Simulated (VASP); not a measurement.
# AlN (Pm) in VASP: further runs, part 2 of 2

VASP 6.6.1. The steps go on from the part before.

### 4 Single point, LDA (atom 1 (Al) moved by +0.000 Å along [1 0 0] and -0.248 Å along [1 2 0])

INCAR

```
SYSTEM = AlN
ALGO     = Normal         ! electronic algorithm
EDIFF    = 1E-6           ! SCF threshold, eV
ENCUT    = 520            ! plane-wave cutoff, eV
GGA      = CA             ! functional
ISIF     = 2              ! what is computed and relaxed
ISMEAR   = 0              ! smearing method
LASPH    = .TRUE.         ! aspherical terms in the spheres
LCHARG   = .FALSE.        ! write CHGCAR
LREAL    = .FALSE.        ! projectors in reciprocal space
LWAVE    = .FALSE.        ! write WAVECAR
NBANDS   = 26             ! bands
NELM     = 100            ! most SCF steps
PREC     = Accurate       ! precision mode
SIGMA    = 0.05           ! smearing width, eV
```

KPOINTS

```
k-points
0
G
  8 6 4
  0 0 0
```

POSCAR

```
AlN
1.0
   -1.6378403119      2.8368226349      0.0000000000
    0.0000000000      0.0000000000      4.1006264518
    4.9135209358      2.8368226349      0.0000000000
Al N
4 4
Direct
    0.4344336873      0.7500000000      0.1448112291
    1.0000000000      0.7500000000      0.6666666667
    0.0000000000      0.2500000000      0.3333333333
    0.5000000000      0.2500000000      0.8333333333
    0.5000000000      0.2500000000      0.1666666667
    1.0000000000      0.2500000000      0.6666666667
    0.0000000000      0.7500000000      0.3333333333
    0.5000000000      0.7500000000      0.8333333333
```

Run with:

```bash
$ cat potpaw_LDA.64/Al/POTCAR potpaw_LDA.64/N/POTCAR > POTCAR
$ mpirun -np 1 vasp_std > vasp.out
```

Wall time 62 s (1 thread of AMD EPYC 9R45 (Zen 5), shared host); peak memory 0.19 GiB.

Results (log left out):

* Free energy: -64.4731 eV
* Pressure: 2.8 GPa
* Largest force: 3.656 eV/Å
* Band gap on the k mesh: 3.39 eV, direct

Forces on the atoms (eV/Å):
```
Al   0.585  3.609  0.000
Al  -0.603 -0.463  0.000
Al   0.197 -0.382  0.000
Al  -0.194  0.101  0.000
N   -0.263 -0.741  0.000
N    0.257  0.114  0.000
N    1.085 -1.437  0.000
N   -1.064 -0.802  0.000
```

Stress tensor (GPa, compression positive):
```
 9.44  0.09  0.00
 0.09 -1.54  0.00
 0.00  0.00  0.56
```

Levels at points of the mesh, in eV from the valence-band top:
```
           k point  band 13  band 14  band 15  band 16  band 17  band 18  band 19  band 20
(0.00, 0.00, 0.00)    -1.82    -1.67    -1.07     0.00     3.39     3.88     4.55     7.12
(0.50, 0.00, 0.00)    -2.87    -2.60    -2.22    -2.16     5.34     5.48     5.81     5.99
(0.00, 0.50, 0.00)    -2.54    -2.08    -1.79    -1.68     4.84     5.06     5.84     5.93
(0.50, 0.50, 0.00)    -1.25    -1.17    -0.89    -0.88     5.79     5.92     6.37     6.39
(0.00, 0.00, 0.50)    -1.66    -1.38    -1.02    -1.00     4.43     4.93     6.23     6.37
(0.50, 0.00, 0.50)    -3.09    -2.84    -1.56    -1.32     3.63     3.99     6.86     7.41
(0.00, 0.50, 0.50)    -2.08    -2.05    -1.76    -1.70     4.83     5.27     5.40     5.82
(0.50, 0.50, 0.50)    -2.02    -1.96    -1.63    -1.54     4.84     4.95     5.28     5.45
```

Caveat: the cell differs from its parent crystal (atom 1 (Al) moved by +0.000 Å along [1 0 0] and -0.248 Å along [1 2 0]); forces of over 1 eV/Å act on the atoms, so gaps and moduli don't describe the material at rest. A k mesh can miss the band edges.

### 5 Single point, LDA (atom 1 (Al) moved by -0.248 Å along [1 0 0] and +0.496 Å along [1 2 0])

INCAR

```
SYSTEM = AlN
PREC = Accurate ; ENCUT = 520
EDIFF = 1E-7 ; ISMEAR = 0
SIGMA = 0.05 ; LREAL = .FALSE.
LASPH = .TRUE. ; NELM = 100
ALGO = Normal ; ISIF = 2
LWAVE = .FALSE. ; LCHARG = .FALSE.
GGA = CA ; NBANDS = 26
```

KPOINTS

```
regular mesh
0
G
  8 6 4
  0 0 0
```

Changes to POSCAR since step 4:

```diff
@@ -8,3 +8,3 @@
 Direct
-    0.4344336873      0.7500000000      0.1448112291
+    0.6689873537      0.7500000000      0.1725228135
     1.0000000000      0.7500000000      0.6666666667
```

Potentials or basis: VASP PAW LDA potentials, release 64 (Al, N).

Run with:

```bash
$ cat potpaw_LDA.64/Al/POTCAR potpaw_LDA.64/N/POTCAR > POTCAR
$ mpirun -np 1 vasp_std > vasp.out
```

OUTCAR:

```text
SYSTEM = AlN
   PREC = Accurate
   ENCUT = 520
   EDIFF = 1E-7
   ISMEAR = 0
   LREAL = .FALSE.
   LASPH = .TRUE.
   NELM = 100
   ISIF = 2
   GGA = CA

 ion  position               nearest neighbor table
   1  0.669  0.750  0.173-   7 1.42   8 2.00   5 2.12   5 2.12   7 2.37   3 2.49   3 2.49   4 2.87
                             4 2.87   2 3.01   2 3.07   3 3.14   3 3.14
   2  0.000  0.750  0.667-   8 1.89   8 1.89   7 1.89   6 2.05   6 2.05   4 2.79   4 2.79   4 2.79
                             4 2.79   3 2.79   3 2.79   1 3.01   1 3.07
   3  0.000  0.250  0.333-   5 1.89   5 1.89   6 1.89   7 2.05   7 2.05   1 2.49   1 2.49   2 2.79
                             2 2.79   1 3.14   1 3.14   4 3.28   4 3.28   4 3.28   4 3.28
[... 919 lines left out ...]
  external PRESSURE =     184.7714404 kB  Pullay stress =       0.0000000 kB

 VOLUME and BASIS-vectors are now :
 -----------------------------------------------------------------------------
  energy-cutoff  :      520.00
  volume of cell :       76.21
      direct lattice vectors                 reciprocal lattice vectors
    -1.637840312  2.836822635  0.000000000    -0.152640033  0.264380293  0.000000000
     0.000000000  0.000000000  4.100626452     0.000000000  0.000000000  0.243865178
     4.913520936  2.836822635  0.000000000     0.152640033  0.088126764  0.000000000

 POSITION                                       TOTAL-FORCE (eV/Angst)
 -----------------------------------------------------------------------------------
     -0.24800      2.38722      3.07547        -2.516026    -23.340523      0.000000
      3.27568      1.89122      3.07547        -0.269424      0.165433      0.000000
      1.63784      0.94561      1.02516        -0.130576      1.353321      0.000000
      3.27568      3.78243      1.02516         0.280799     -0.169186      0.000000
      0.00000      1.89122      1.02516        -0.513471      1.201824      0.000000
      3.27568      1.89122      1.02516        -0.183160     -0.077384      0.000000
      1.63784      0.94561      3.07547         3.205587     19.853111      0.000000
      3.27568      3.78243      3.07547         0.126272      1.013404      0.000000
 -----------------------------------------------------------------------------------
    total drift:                               -0.000049     -0.000445     -0.000000

  FREE ENERGIE OF THE ION-ELECTRON SYSTEM (eV)
  ---------------------------------------------------
  free  energy   TOTEN  =       -60.7608514819 eV

  energy  without entropy=      -60.7608514819  energy(sigma->0) =      -60.76085148
```

It took 72 s on 1 thread of AMD EPYC 9R45 (Zen 5), shared host; peak memory 0.19 GiB.

Results:

```
Free energy            : -60.7609 eV
Pressure               : 18.5 GPa
Largest force          : 23.476 eV/Å
Band gap on the k mesh : 3.25 eV, direct
```

Forces in eV/Å, atoms in the order of the input:
```
Al   -2.516 -23.341   0.000
Al   -0.269   0.165   0.000
Al   -0.131   1.353   0.000
Al    0.281  -0.169   0.000
N    -0.513   1.202   0.000
N    -0.183  -0.077   0.000
N     3.206  19.853   0.000
N     0.126   1.013   0.000
```

Levels at points of the mesh, in eV from the valence-band top:
```
           k point  band 14  band 15  band 16  band 17  band 18  band 19
(0.00, 0.00, 0.00)    -1.41    -1.29     0.00     3.25     3.73     4.50
(0.50, 0.00, 0.00)    -2.35    -2.28    -1.82     5.16     5.41     6.10
(0.00, 0.50, 0.00)    -2.00    -1.89    -1.62     4.94     4.96     5.67
(0.50, 0.50, 0.00)    -1.10    -0.85    -0.65     5.22     5.99     6.34
(0.00, 0.00, 0.50)    -1.32    -1.24    -0.95     4.30     4.88     5.83
(0.50, 0.00, 0.50)    -2.58    -1.63    -1.04     3.67     4.06     6.80
(0.00, 0.50, 0.50)    -2.02    -1.74    -1.55     4.91     5.02     5.54
(0.50, 0.50, 0.50)    -1.70    -1.59    -1.41     4.59     4.89     5.32
```

Caveat: the cell differs from its parent crystal (atom 1 (Al) moved by -0.248 Å along [1 0 0] and +0.496 Å along [1 2 0]); forces of over 1 eV/Å act on the atoms, so gaps and moduli don't describe the material at rest.

### 6 Single point, LDA (atom 1 (Al) moved by +0.372 Å along [1 0 0] and -0.620 Å along [1 2 0])

INCAR

```
SYSTEM = AlN
PREC = Accurate
ENCUT = 520
EDIFF = 1E-6
ISMEAR = 0
SIGMA = 0.05
LREAL = .False.
LASPH = .True.
NELM = 60
ALGO = Normal
ISIF = 2
LWAVE = .False.
LCHARG = .False.
GGA = CA
NBANDS = 26
```

KPOINTS

```
regular mesh
0
Gamma
  8 6 4
  0 0 0
```

Changes to POSCAR since step 5:

```diff
@@ -8,3 +8,3 @@
 Direct
-    0.6689873537      0.7500000000      0.1725228135
+    0.2793021258      0.7500000000      0.1688101652
     1.0000000000      0.7500000000      0.6666666667
```

Potentials or basis: VASP PAW LDA potentials, release 64 (Al, N).

Run with:

```bash
$ cat potpaw_LDA.64/Al/POTCAR potpaw_LDA.64/N/POTCAR > POTCAR
$ mpirun -np 1 vasp_std > vasp.out
```

Run time: 92 s. Hardware: 1 thread of Intel Xeon 6975P-C (Granite Rapids), shared host; peak memory 0.21 GiB.

Results (log left out):

| Property | Result |
| --- | --- |
| Free energy | -57.1672 eV |
| Pressure | 30.8 GPa |
| Largest force | 38.610 eV/Å |
| Band gap on the k mesh | 2.90 eV, direct |

Forces on the atoms (eV/Å):
```
Al  -36.817  11.632   0.000
Al   -0.205  -0.549   0.000
Al    1.514  -0.773   0.000
Al    0.018   0.388   0.000
N     0.880  -1.431   0.000
N    -0.170  -0.098   0.000
N    33.660  -8.665   0.000
N     1.120  -0.504   0.000
```

Stress tensor (GPa, compression positive):
```
 88.04 -21.43   0.00
-21.43   1.65   0.00
  0.00   0.00   2.74
```

Levels at points of the mesh, in eV from the valence-band top:
| k point | band 13 | band 14 | band 15 | band 16 | band 17 | band 18 | band 19 | band 20 |
| --- | --- | --- | --- | --- | --- | --- | --- | --- |
| (0.00, 0.00, 0.00) | -1.68 | -1.38 | -1.22 | 0.00 | 2.90 | 3.81 | 4.46 | 6.70 |
| (0.50, 0.00, 0.00) | -3.24 | -2.32 | -2.16 | -1.69 | 4.83 | 5.13 | 6.24 | 6.46 |
| (0.00, 0.50, 0.00) | -2.36 | -1.96 | -1.90 | -1.51 | 4.63 | 4.74 | 5.78 | 5.91 |
| (0.50, 0.50, 0.00) | -1.55 | -1.15 | -0.83 | -0.43 | 4.71 | 5.80 | 6.48 | 6.81 |
| (0.00, 0.00, 0.50) | -1.37 | -1.34 | -1.11 | -0.87 | 3.87 | 4.97 | 5.64 | 6.16 |
| (0.50, 0.00, 0.50) | -3.44 | -2.38 | -1.65 | -0.94 | 3.48 | 4.18 | 6.43 | 6.88 |
| (0.00, 0.50, 0.50) | -2.17 | -2.12 | -1.73 | -1.44 | 4.53 | 4.74 | 5.58 | 6.13 |
| (0.50, 0.50, 0.50) | -2.33 | -1.68 | -1.57 | -1.18 | 4.19 | 4.70 | 5.42 | 5.73 |

Caveat: the cell differs from its parent crystal (atom 1 (Al) moved by +0.372 Å along [1 0 0] and -0.620 Å along [1 2 0]); forces of over 1 eV/Å act on the atoms, so gaps and moduli don't describe the material at rest.
